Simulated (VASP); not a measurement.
# ZnS (I-4m2) in VASP: a series of runs

The runs below take ZnS through single point, with PBE.

Everything below comes from runs of VASP 6.6.1. Logs are shortened: lines on timing, memory, paths and dates and some standing lists are left out, and cuts for length are marked.

### 1 The cell of the first run

Symmetry: I-4m2, No. 119, tetragonal system. Conventional cell: a = 3.733 Å, b = 3.733 Å, c = 5.361 Å, α = 90.00°, β = 90.00°, γ = 90.00°. Within 3.0 Å of Zn (site symmetry -4m2) lie 4 S at 2.30 Å. S (site symmetry -4m2) has 4 Zn at 2.30 Å within 3.0 Å.

### 2 Single point, PBE (strain -0.030 along x and y, -0.015 along z)

Contents of INCAR:

```
SYSTEM = ZnS
PREC = Accurate
ENCUT = 520
EDIFF = 1E-6
ISMEAR = 0
SIGMA = 0.05
LREAL = .FALSE.
LASPH = .TRUE.
NELM = 80
ALGO = Normal
ISIF = 2
LWAVE = .FALSE.
LCHARG = .FALSE.
GGA = PE
NBANDS = 16
```

Contents of KPOINTS:

```
regular mesh
0
G
  8 8 8
  0 0 0
```

Contents of POSCAR:

```
ZnS
1.0
    0.0000000000      2.6399170651      2.6807405248
    2.6399170651      0.0000000000      2.6807405248
    2.6399170651      2.6399170651      0.0000000000
Zn S
1 1
Direct
    0.0000000000      0.0000000000      0.0000000000
    0.7500000000      0.7500000000      0.7500000000
```

Potentials or basis: VASP PAW PBE potentials, release 64 (Zn, S).

Launch:

```console
> cat potpaw_PBE.64/Zn/POTCAR potpaw_PBE.64/S/POTCAR > POTCAR
> mpirun -np 1 vasp_std > vasp.out
```

OUTCAR:

```text
SYSTEM = ZnS
   PREC = Accurate
   ENCUT = 520
   EDIFF = 1E-6
   ISMEAR = 0
   LREAL = .FALSE.
   LASPH = .TRUE.
   NELM = 80
   ISIF = 2
   GGA = PE

 ion  position               nearest neighbor table
   1  0.000  0.000  0.000-   2 2.30   2 2.30   2 2.30   2 2.30
   2  0.750  0.750  0.750-   1 2.30   1 2.30   1 2.30   1 2.30

  LATTYP: Found a body centered tetragonal cell.
 ALAT       =     3.7334065170
 C/A-ratio  =     1.4360828442

  Lattice vectors:

 A1 = (  -2.6399170651,   0.0000000000,   2.6807405248)
 A2 = (   2.6399170651,   0.0000000000,   2.6807405248)
 A3 = (   0.0000000000,   2.6399170651,  -2.6807405248)

Analysis of symmetry for initial positions (statically):
=====================================================================
 Subroutine PRICEL returns:
 Original cell was already a primitive cell.

 Routine SETGRP: Setting up the symmetry group for a
 body centered tetragonal supercell.

 Subroutine GETGRP returns: Found  8 space group operations
 (whereof  8 operations were pure point group operations)
 out of a pool of 16 trial point group operations.

The static configuration has the point symmetry D_2d.

Analysis of symmetry for dynamics (positions and initial velocities):
=====================================================================
 Subroutine PRICEL returns:
 Original cell was already a primitive cell.

 Routine SETGRP: Setting up the symmetry group for a
 body centered tetragonal supercell.

 Subroutine GETGRP returns: Found  8 space group operations
 (whereof  8 operations were pure point group operations)
 out of a pool of 16 trial point group operations.

The dynamic configuration has the point symmetry D_2d.

 Subroutine INISYM returns: Found  8 space group operations
 (whereof  8 operations are pure point group operations),
 and found     1 'primitive' translations

----------------------------------------------------------------------------------------

                                     Primitive cell

  volume of cell :      37.3650

  direct lattice vectors                    reciprocal lattice vectors
     0.000000000  2.639917065  2.680740525    -0.189399889  0.189399889  0.186515627
     2.639917065  0.000000000  2.680740525     0.189399889 -0.189399889  0.186515627
     2.639917065  2.639917065  0.000000000     0.189399889  0.189399889 -0.186515627

  length of vectors
     3.762383802  3.762383802  3.733406517     0.326393498  0.326393498  0.326393498

  position of ions in fractional coordinates (direct lattice)
     0.000000000  0.000000000  0.000000000
     0.750000000  0.750000000  0.750000000

  ion indices of the primitive-cell ions
   primitive index   ion index
                 1           1
                 2           2

----------------------------------------------------------------------------------------

 KPOINTS: regular mesh

Automatic generation of k-mesh.
 Grid dimensions read from file:
 generate k-points for:    8    8    8

 Generating k-lattice:

  Cartesian coordinates                     Fractional coordinates (reciprocal lattice)
    -0.023674986  0.023674986  0.023314453     0.125000000  0.000000000  0.000000000
     0.023674986 -0.023674986  0.023314453     0.000000000  0.125000000  0.000000000
     0.023674986  0.023674986 -0.023314453     0.000000000  0.000000000  0.125000000

  Length of vectors
     0.040799187  0.040799187  0.040799187

  Shift w.r.t. Gamma in fractional coordinates (k-lattice)
     0.000000000  0.000000000  0.000000000

 Subroutine IBZKPT returns following result:
 ===========================================

 Found     59 irreducible k-points:

 Following reciprocal coordinates:
            Coordinates               Weight
  0.000000  0.000000  0.000000      1.000000
  0.125000 -0.000000  0.000000      8.000000
  0.250000 -0.000000  0.000000      8.000000
  0.375000  0.000000  0.000000      8.000000
  0.500000 -0.000000  0.000000      4.000000
  0.125000  0.125000  0.000000      2.000000
[... 16 lines left out ...]
  0.250000 -0.000000  0.125000     16.000000
  0.375000  0.000000  0.125000     16.000000
 [... further k-points ...]
   k-points           NKPTS =     59   k-points in BZ     NKDIM =     59   number of bands    NBANDS=     16
   number of dos      NEDOS =    301   number of ions     NIONS =      2
   total plane-waves  NPLWV =  21952
   dimension x,y,z NGX =    28 NGY =   28 NGZ =   28
   dimension x,y,z NGXF=    56 NGYF=   56 NGZF=   56
   ions per type =               1   1
   NGX,Y,Z   is equivalent  to a cutoff of  12.37, 12.37, 12.47 a.u.
   NGXF,Y,Z  is equivalent  to a cutoff of  24.74, 24.74, 24.94 a.u.
 SYSTEM =  ZnS
   PREC   = accura    normal or accurate (medium, high low for compatibility)
   ISTART =      0    job   : 0-new  1-cont  2-samecut
   ICHARG =      2    charge: 1-file 2-atom 10-const
   ISPIN  =      1    spin polarized calculation?
   LNONCOLLINEAR =      F non collinear calculations
   LSORBIT =      F    spin-orbit coupling
   LASPH  =      T    aspherical Exc in radial PAW
   ENCUT  =  520.0 eV  38.22 Ry    6.18 a.u.   7.00  7.00  6.94*2*pi/ulx,y,z
   NELM   =     80;   NELMIN=  2; NELMDL= -5     # of ELM steps
   EDIFF  = 0.1E-05   stopping-criterion for ELM
   LREAL  =      F    real-space projection
   EDIFFG = 0.1E-04   stopping-criterion for IOM
   NSW    =      0    number of steps for IOM
   IBRION =     -1    ionic relax: 0-MD 1-quasi-New 2-CG
   NFREE  =      0    steps in history (QN), initial steepest desc. (CG)
   ISIF   =      2    stress and relaxation
   ISYM   =      2    0-nonsym 1-usesym 2-fastsym
   POTIM  = 0.5000    time-step for ionic-motion
   TEBEG  =    0.0;   TEEND  =   0.0 temperature during run
   PSTRESS=    0.0 pullay stress
   NELECT =      18.0000    total number of electrons
   NUPDOWN=      -1.0000    fix difference up-down
   EMIN   =  10.00;   EMAX   =-10.00  energy-range for DOS
   EFERMI =   0.00;   METHOD = LEGACY
   ISMEAR =     0;   SIGMA  =   0.05  broadening in eV -4-tet -1-fermi 0-gaus
   EFERMI_NEDOS =   21; number of points for ismear=-14 and -15
   IALGO  =     38    algorithm
   IMIX   =      4    mixing-type and parameters
     AMIX     =   0.40;   BMIX     =  1.00
     AMIX_MAG =   1.60;   BMIX_MAG =  1.00
  volume/ion in A,a.u.               =      18.68       126.08
  Fermi-wavevector in a.u.,A,eV,Ry     =   1.283346  2.425173 22.408495  1.646978
  Thomas-Fermi vector in A             =   2.415605
   LORBIT       =      0    0 simple, 1 ext, 2 COOP (PROOUT), +10 PAW based schemes
   GGA     = PE    functional components
   LHFCALC =     F    Hartree Fock is set to
   AEXX    =    0.0000 exact exchange contribution
   IVDW    =     0    specifies the selected vdW correction
   LEPSILON=     F    determine dielectric tensor
   LRPA    =     F    only Hartree local field effects (RPA)
 non-spin polarized calculation
 Gauss-broadening in eV      SIGMA  =   0.05
  energy-cutoff  :      520.00
  volume of cell :       37.37
 maximum number of plane-waves:      1026
   NGX = 13   NGY = 13   NGZ = 13

 number of electron      18.0000014 magnetization

 Free energy of the ion-electron system (eV)
  ---------------------------------------------------
  ext. energy  EPLUGINS =         0.00000000
  ---------------------------------------------------
  free energy    TOTEN  =        -6.79376030 eV

  energy without entropy =       -6.79376030  energy(sigma->0) =       -6.79376030

 E-fermi :   2.8761     XC(G=0):  -9.8889

 val. band max:        2.6502363004   @ k =   0.0000   0.0000   0.0000
 cond. band min:       4.9869225433   @ k =   0.0000   0.0000   0.0000
 fundamental gap:      2.3366862429
 Fermi energy:         2.8761147025

 k-point     1 :       0.0000    0.0000    0.0000
  band No.  band energies     occupation
      1     -10.9037      2.00000
      2      -3.9474      2.00000
      3      -3.9374      2.00000
      4      -3.9374      2.00000
      5      -3.3791      2.00000
      6      -3.3731      2.00000
[... 8 lines left out ...]
     15      14.5862      0.00000
     16      14.8148      0.00000

 k-point     2 :       0.1250   -0.0000    0.0000
  band No.  band energies     occupation
      1     -10.7755      2.00000
      2      -3.9454      2.00000
      3      -3.9200      2.00000
      4      -3.9135      2.00000
      5      -3.3805      2.00000
      6      -3.3757      2.00000
[... 8 lines left out ...]
     15      13.9407      0.00000
     16      15.5780      0.00000

 k-point     3 :       0.2500   -0.0000    0.0000
  band No.  band energies     occupation
      1     -10.4387      2.00000
      2      -3.9095      2.00000
      3      -3.8700      2.00000
      4      -3.8608      2.00000
      5      -3.3750      2.00000
      6      -3.3740      2.00000
[... 8 lines left out ...]
     15      13.6795      0.00000
     16      15.0066      0.00000

 k-point     4 :       0.3750    0.0000    0.0000
  band No.  band energies     occupation
      1     -10.0522      2.00000
      2      -3.8322      2.00000
      3      -3.8188      2.00000
      4      -3.6960      2.00000
      5      -3.3569      2.00000
      6      -3.3528      2.00000
[... 8 lines left out ...]
     15      14.7875      0.00000
     16      14.8755      0.00000

 k-point     5 :       0.5000   -0.0000    0.0000
  band No.  band energies     occupation
      1      -9.8727      2.00000
      2      -3.8201      2.00000
      3      -3.8055      2.00000
      4      -3.3441      2.00000
      5      -3.3393      2.00000
      6      -3.1702      2.00000
[... 8 lines left out ...]
     15      16.1170      0.00000
     16      16.2344      0.00000

 k-point     6 :       0.1250    0.1250    0.0000
  band No.  band energies     occupation
      1     -10.7358      2.00000
      2      -3.9739      2.00000
      3      -3.8936      2.00000
      4      -3.8936      2.00000
      5      -3.3990      2.00000
      6      -3.3610      2.00000
[... 8 lines left out ...]
     15      14.7825      0.00000
     16      16.0975      0.00000

 k-point     7 :       0.2500    0.1250    0.0000
  band No.  band energies     occupation
      1     -10.4699      2.00000
      2      -3.9717      2.00000
      3      -3.8414      2.00000
      4      -3.8384      2.00000
      5      -3.4082      2.00000
      6      -3.3506      2.00000
[... 8 lines left out ...]
     15      14.7097      0.00000
     16      16.5711      0.00000

 k-point     8 :       0.3750    0.1250    0.0000
  band No.  band energies     occupation
      1     -10.0941      2.00000
      2      -3.8826      2.00000
      3      -3.7885      2.00000
      4      -3.7507      2.00000
      5      -3.3797      2.00000
      6      -3.3392      2.00000
[... 8 lines left out ...]
     15      15.4308      0.00000
     16      15.8900      0.00000

 k-point     9 :       0.5000    0.1250    0.0000
  band No.  band energies     occupation
      1      -9.8316      2.00000
      2      -3.8257      2.00000
      3      -3.7705      2.00000
      4      -3.4601      2.00000
      5      -3.3404      2.00000
      6      -3.2273      2.00000
[... 8 lines left out ...]
     15      16.1531      0.00000
     16      16.3219      0.00000
[... 172 lines left out ...]
 k-point    19 :       0.5000    0.3750    0.0000
  band No.  band energies     occupation
      1      -9.6002      2.00000
      2      -3.9757      2.00000
      3      -3.5885      2.00000
      4      -3.5677      2.00000
      5      -3.3056      2.00000
      6      -3.1848      2.00000
[... 8 lines left out ...]
     15      16.4826      0.00000
     16      17.7239      0.00000

 k-point    20 :      -0.3750    0.3750    0.0000
  band No.  band energies     occupation
      1      -9.5617      2.00000
      2      -3.8799      2.00000
      3      -3.6190      2.00000
      4      -3.4921      2.00000
      5      -3.3377      2.00000
      6      -2.9938      2.00000
[... 8 lines left out ...]
     15      15.2523      0.00000
     16      18.7324      0.00000

 k-point    21 :       0.5000    0.5000    0.0000
  band No.  band energies     occupation
      1      -9.5441      2.00000
      2      -4.0260      2.00000
      3      -3.5505      2.00000
      4      -3.5505      2.00000
      5      -3.2904      2.00000
      6      -3.1587      2.00000
[... 8 lines left out ...]
     15      16.4637      0.00000
     16      17.3756      0.00000

 k-point    22 :       0.1250    0.0000    0.1250
  band No.  band energies     occupation
      1     -10.7312      2.00000
      2      -3.9656      2.00000
      3      -3.9051      2.00000
      4      -3.8937      2.00000
      5      -3.3939      2.00000
      6      -3.3644      2.00000
[... 8 lines left out ...]
     15      14.5848      0.00000
     16      16.1749      0.00000

 k-point    23 :       0.2500   -0.0000    0.1250
  band No.  band energies     occupation
      1     -10.4617      2.00000
      2      -3.9662      2.00000
      3      -3.8517      2.00000
      4      -3.8388      2.00000
      5      -3.4033      2.00000
      6      -3.3520      2.00000
[... 8 lines left out ...]
     15      14.5950      0.00000
     16      16.5361      0.00000

 k-point    24 :       0.3750    0.0000    0.1250
  band No.  band energies     occupation
      1     -10.0855      2.00000
      2      -3.8759      2.00000
      3      -3.7985      2.00000
      4      -3.7537      2.00000
      5      -3.3750      2.00000
      6      -3.3368      2.00000
[... 8 lines left out ...]
     15      15.4377      0.00000
     16      15.9306      0.00000

 [... further k-points ...]
[... 5 lines left out ...]
  --------------------------------------------------------------------------------------
  -------------------------------------------------------------------------------------
  Total        1.5408246      1.5408246      1.4010931      0.0000000      0.0000000      0.0000000
  in kB       66.0691102     66.0691102     60.0775526      0.0000000      0.0000000      0.0000000
  external PRESSURE =      64.0719243 kB  Pullay stress =       0.0000000 kB

 VOLUME and BASIS-vectors are now :
 -----------------------------------------------------------------------------
  energy-cutoff  :      520.00
  volume of cell :       37.37
      direct lattice vectors                 reciprocal lattice vectors
     0.000000000  2.639917065  2.680740525    -0.189399889  0.189399889  0.186515627
     2.639917065  0.000000000  2.680740525     0.189399889 -0.189399889  0.186515627
     2.639917065  2.639917065  0.000000000     0.189399889  0.189399889 -0.186515627

 POSITION                                       TOTAL-FORCE (eV/Angst)
 -----------------------------------------------------------------------------------
      0.00000      0.00000      0.00000         0.000000      0.000000      0.000000
      3.95988      3.95988      4.02111        -0.000000     -0.000000      0.000000
 -----------------------------------------------------------------------------------
    total drift:                               -0.000002     -0.000002     -0.000002

  FREE ENERGIE OF THE ION-ELECTRON SYSTEM (eV)
  ---------------------------------------------------
  free  energy   TOTEN  =        -6.7937603007 eV

  energy  without entropy=       -6.7937603007  energy(sigma->0) =       -6.79376030
```

Run time: 14 s. Hardware: 1 thread of Intel Xeon 6975P-C (Granite Rapids), shared host; peak memory 0.17 GiB.

What came out:

| Item | Value |
| --- | --- |
| Free energy | -6.7938 eV |
| Pressure | 6.4 GPa |
| Band gap on the k mesh | 2.34 eV, direct |

Levels at points of the mesh, in eV from the valence-band top:
| k point | band 7 | band 8 | band 9 | band 10 | band 11 | band 12 |
| --- | --- | --- | --- | --- | --- | --- |
| (0.00, 0.00, 0.00) | -0.06 | 0.00 | 0.00 | 2.34 | 6.33 | 6.34 |
| (0.50, 0.00, 0.00) | -5.66 | -1.01 | -0.92 | 3.39 | 6.81 | 6.94 |
| (0.50, 0.50, 0.00) | -4.85 | -2.39 | -2.39 | 3.32 | 4.14 | 11.24 |
| (0.50, 0.00, 0.50) | -4.76 | -2.49 | -2.45 | 3.23 | 3.99 | 11.42 |

Caveat: the cell differs from its parent crystal (strain -0.030 along x and y, -0.015 along z).

[end of part 1 of 2]
